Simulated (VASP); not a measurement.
# Ga (P-1) in VASP: further runs, part 2 of 2

VASP 6.6.1. The steps go on from the part before.

### Step 3. Electric field gradients, PBE (equal xy, yz and zx shear strains of -3 %)

The input, INCAR:

```
PREC = Accurate
ENCUT = 520
EDIFF = 1E-8
ISMEAR = -1
SIGMA = 0.03
LREAL = F
LASPH = T
NELM = 80
ALGO = Normal
ISIF = 2
LWAVE = F
LCHARG = F
GGA = PE
LEFG = T
NBANDS = 20
```

The input, KPOINTS:

```
Automatic mesh
0
Gamma
  14 14 11
```

The input, POSCAR:

```
Ga
1.0
    1.4433975000     -4.0472450000      0.0396525000
    1.3226025000      4.0057550000     -0.0811425000
   -0.1673989500     -0.0481872000      3.3316917500
Ga
2
Direct
    0.8690000000      0.1310000000      0.2500000000
    0.1310000000      0.8690000000      0.7500000000
```

Potentials or basis: VASP PAW PBE potentials, release 64 (Ga_d).

Started as:

```
$ cat potpaw_PBE.64/Ga_d/POTCAR > POTCAR
$ mpirun -np 1 vasp_std > vasp.out
```

OUTCAR:

```text
PREC = Accurate
   ENCUT = 520
   EDIFF = 1E-8
   ISMEAR = -1
   LREAL = F
   LASPH = T
   NELM = 80
   ISIF = 2
   GGA = PE

 ion  position               nearest neighbor table
   1  0.869  0.131  0.250-   2 2.65   2 2.73   2 2.78   2 2.90
   2  0.131  0.869  0.750-   1 2.65   1 2.73   1 2.78   1 2.90

  LATTYP: Found a triclinic cell.
 ALAT       =     2.7666222800
 B/A-ratio  =     2.1211013821
 C/A-ratio  =     2.3146893070
 COS(alpha) =     0.0129911302
 COS(beta)  =     0.5954942808
 COS(gamma) =     0.7276051717

  Lattice vectors:

 A1 = (  -2.7660000000,   0.0414900000,   0.0414900000)
 A2 = (  -4.2093975000,   4.0887350000,   0.0018375000)
 A3 = (  -3.9212035500,  -3.9160778000,  -3.2090592500)

Analysis of symmetry for initial positions (statically):
=====================================================================
 Subroutine PRICEL returns:
 Original cell was already a primitive cell.

 Routine SETGRP: Setting up the symmetry group for a
 triclinic supercell.

 Subroutine GETGRP returns: Found  2 space group operations
 (whereof  2 operations were pure point group operations)
 out of a pool of  2 trial point group operations.

The static configuration has the point symmetry S_2 .

Analysis of symmetry for dynamics (positions and initial velocities):
=====================================================================
 Subroutine PRICEL returns:
 Original cell was already a primitive cell.

 Routine SETGRP: Setting up the symmetry group for a
 triclinic supercell.

 Subroutine GETGRP returns: Found  2 space group operations
 (whereof  2 operations were pure point group operations)
[... 157 lines left out ...]
  band No.  band energies     occupation
      1      -9.5035      2.00000
      2      -9.4899      2.00000
      3      -9.4532      2.00000
      4      -9.4313      2.00000
      5      -9.1594      2.00000
      6      -9.1548      2.00000
[... 541 lines left out ...]
     19      17.5237      0.00000
     20      19.8157      0.00000

 [... further k-points ...]

------------------------ aborting loop because EDIFF is reached ----------------------------------------

  FORCE on cell =-STRESS in cart. coord.  units (eV):
  Direction    XX          YY          ZZ          XY          YZ          ZX
  --------------------------------------------------------------------------------------
  -------------------------------------------------------------------------------------
  Total        0.4780243      0.5768421      0.4118597      0.1886117      0.3012193      0.0464323
  in kB       20.6653039     24.9372590     17.8049625      8.1538054     13.0219048      2.0073007
  external PRESSURE =      21.1358418 kB  Pullay stress =       0.0000000 kB

 VOLUME and BASIS-vectors are now :
 -----------------------------------------------------------------------------
  energy-cutoff  :      520.00
  volume of cell :       37.06
      direct lattice vectors                 reciprocal lattice vectors
     1.443397500 -4.047245000  0.039652500     0.360000529 -0.118531712  0.016373663
     1.322602500  4.005755000 -0.081142500     0.363784308  0.129936451  0.020157443
    -0.167398950 -0.048187200  3.331691750     0.004575287  0.004575287  0.300443872

 POSITION                                       TOTAL-FORCE (eV/Angst)
 -----------------------------------------------------------------------------------
      1.38572     -3.00435      0.85675        -0.020984      0.172004      0.012105
      1.21288      2.91467      2.43345         0.020984     -0.172004     -0.012105
 -----------------------------------------------------------------------------------
    total drift:                                0.000000      0.000000     -0.000000

  FREE ENERGIE OF THE ION-ELECTRON SYSTEM (eV)
  ---------------------------------------------------
  free  energy   TOTEN  =        -5.7622194763 eV

  energy  without entropy=       -5.7602657005  energy(sigma->0) =       -5.76124259

 Electric field gradients (V/A^2)
---------------------------------------------------------------------
 ion       V_xx      V_yy      V_zz      V_xy      V_xz      V_yz
---------------------------------------------------------------------
   1      -6.178   -18.497    24.676    -3.845    -4.379    -8.124
   2      -6.178   -18.497    24.676    -3.845    -4.379    -8.124
---------------------------------------------------------------------

 Electric field gradients after diagonalization (V/A^2)
 (convention: |V_zz| > |V_xx| > |V_yy|)
----------------------------------------------------------------------
 ion       V_xx      V_yy      V_zz     asymmetry (V_yy - V_xx)/ V_zz
----------------------------------------------------------------------
   1     -21.373    -5.187    26.560       0.609
   2     -21.373    -5.187    26.560       0.609
----------------------------------------------------------------------

           NMR quadrupolar parameters

 Cq : quadrupolar parameter    Cq=e*Q*V_zz/h
 eta: asymmetry parameters     (V_yy - V_xx)/ V_zz
 Q  : nuclear electric quadrupole moment in mb (millibarn)
----------------------------------------------------------------------
 ion       Cq(MHz)       eta       Q (mb)
----------------------------------------------------------------------
   1       0.064       0.609       1.000
   2       0.064       0.609       1.000
----------------------------------------------------------------------
```

OSZICAR:

```text
N       E                     dE             d eps       ncg     rms          rms(c)
DAV:   1     0.131048288502E+03    0.13105E+03   -0.13232E+04 45756   0.247E+03
DAV:   2     0.550929737322E+01   -0.12554E+03   -0.12246E+03 44516   0.385E+02
DAV:   3    -0.564622217687E+01   -0.11156E+02   -0.11099E+02 48632   0.940E+01
DAV:   4    -0.581211828577E+01   -0.16590E+00   -0.16581E+00 49176   0.127E+01
DAV:   5    -0.581494204059E+01   -0.28238E-02   -0.28236E-02 49708   0.162E+00    0.141E+00
DAV:   6    -0.577124222828E+01    0.43700E-01   -0.88268E-02 58636   0.493E+00    0.729E-01
DAV:   7    -0.576309481084E+01    0.81474E-02   -0.17576E-02 61892   0.184E+00    0.201E-01
DAV:   8    -0.576220160768E+01    0.89320E-03   -0.22671E-03 47108   0.656E-01    0.194E-02
DAV:   9    -0.576221864515E+01   -0.17037E-04   -0.10985E-04 48912   0.107E-01    0.757E-03
DAV:  10    -0.576221967196E+01   -0.10268E-05   -0.72311E-06 48344   0.310E-02    0.196E-03
DAV:  11    -0.576221956837E+01    0.10358E-06   -0.93893E-07 51328   0.116E-02    0.593E-04
DAV:  12    -0.576221953458E+01    0.33797E-07   -0.11208E-07 53192   0.431E-03    0.168E-04
DAV:  13    -0.576221947808E+01    0.56496E-07   -0.14312E-08 31804   0.177E-03    0.588E-05
DAV:  14    -0.576221947626E+01    0.18208E-08   -0.21437E-09 24564   0.617E-04
   1 F= -.57622195E+01 E0= -.57612426E+01  d E =-.195378E-02
```

It took 14 min on 1 thread of Oxide Virtual Turin-like, shared host; peak memory 0.64 GiB.

Results:

```
Free energy                             : -5.7622 eV
Pressure                                : 2.1 GPa
Largest force                           : 0.174 eV/Å
Band gap on the k mesh                  : zero (bands 13 and 14 overlap by 7.92 eV)
Largest electric field gradient by atom : Ga +26.6 V/Å²
```

Forces in eV/Å, atoms in the order of the input:
```
Ga  -0.021  0.172  0.012
Ga   0.021 -0.172 -0.012
```

Stress tensor (GPa, compression positive):
```
2.07 0.82 0.20
0.82 2.49 1.30
0.20 1.30 1.78
```

Electric field gradients, principal values (V/Å²):
| atom | least | middle | greatest (by size) |
| --- | --- | --- | --- |
| 1 Ga | -5.187 | -21.373 | 26.560 |
| 2 Ga | -5.187 | -21.373 | 26.560 |

Caveat: the cell differs from its parent crystal (equal xy, yz and zx shear strains of -3 %); without QUAD_EFG the Cq values of the log hold for a quadrupole moment of 1 mb, not for the nuclei.
